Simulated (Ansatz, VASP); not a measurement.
# One calculation of BAs, two programs

The input INCAR:

```
SYSTEM = BAs
PREC = Accurate
ENCUT = 520
EDIFF = 1E-6
ISMEAR = -1
SIGMA = 0.05
LREAL = .False.
LASPH = .True.
NELM = 150
ALGO = Normal
ISIF = 2
LWAVE = .False.
LCHARG = .False.
MAGMOM = 0 0 0 0 0 0
LORBIT = 11
LSORBIT = .True.
GGA_COMPAT = .False.
LORBMOM = .True.
GGA = PS
NBANDS = 20
```

KPOINTS

```
Automatic mesh
0
Gamma
  9 6 5
  0 0 0
```

The input POSCAR:

```
BAs
1.0
    2.1275493300      0.0000000000      0.0000000000
    0.0000000000      3.1740629400      0.0000000000
    0.0000000000      0.0000000000      4.9509801800
B As
1 1
Direct
    0.0000000000      0.5000000000      0.0000000000
    0.5000000000      0.5000000000      0.5000000000
```

File input.yaml:

```yaml
crystal:
  lattice:
    - [2.12754933, 0.0, 0.0]
    - [0.0, 3.17406294, 0.0]
    - [0.0, 0.0, 4.95098018]
  atoms:
    - { symbol: B, position: [0.0, 0.5, 0.0] }
    - { symbol: As, position: [0.5, 0.5, 0.5] }
hamiltonian:
  xc: pbesol
  pseudopotentials: { kind: paw_fr }
magnetization:
  noncollinear: true
  spin_orbit: true
kpoints:
  mp_grid: { grid: [9, 6, 5] }
  band_path:
    path:
      - [[0.0, 0.0, 0.0], [0.5, 0.0, 0.0], [0.5, 0.5, 0.0], [0.0, 0.5, 0.0], [0.0, 0.0, 0.0], [0.0, 0.0, 0.5], [0.5, 0.0, 0.5], [0.5, 0.5, 0.5], [0.0, 0.5, 0.5], [0.0, 0.0, 0.5]]
      - [[0.0, 0.5, 0.0], [0.0, 0.5, 0.5]]
      - [[0.5, 0.0, 0.5], [0.5, 0.0, 0.0]]
      - [[0.5, 0.5, 0.0], [0.5, 0.5, 0.5]]
    npoints: 14
scf:
  occupations: { method: fermi_dirac, width: 0.05 }
  n_extra_bands: 6
output:
  forces: true
  stress: true
  eigenvalues: true
  fatbands: true
```

Alike in both runs: functional PBEsol; k mesh 9 × 6 × 5; occupations fermi-dirac, width 0.05 eV; non-collinear spin, spin-orbit coupling.

|  | VASP | Ansatz |
| --- | --- | --- |
| version | VASP 6.6.1 | Ansatz 0.2.0 |
| potentials or method | VASP PAW PBE potentials, release 64 (B, As) | Ansatz PAW |
| plane-wave cutoff (eV) | 520 | 420 |
| valence electrons in the cell | 8 | 18 |
| task | single point | band structure |

|  | VASP | Ansatz | Ansatz less VASP |
| --- | --- | --- | --- |
| pressure (GPa) | 2.9 | 2.3 | -0.63 |
| traceless stress, the component that is largest in VASP (GPa) | 23.34 | 22.28 | -1.056 |
| net moment per atom (μB) | 0.00 | 0.00 | 0.000 |

VASP's potentials were made for PBE, not for PBEsol. VASP's potentials hold 8 valence electrons a cell and Ansatz's 18, so a difference there can come from the potentials and not from the codes.
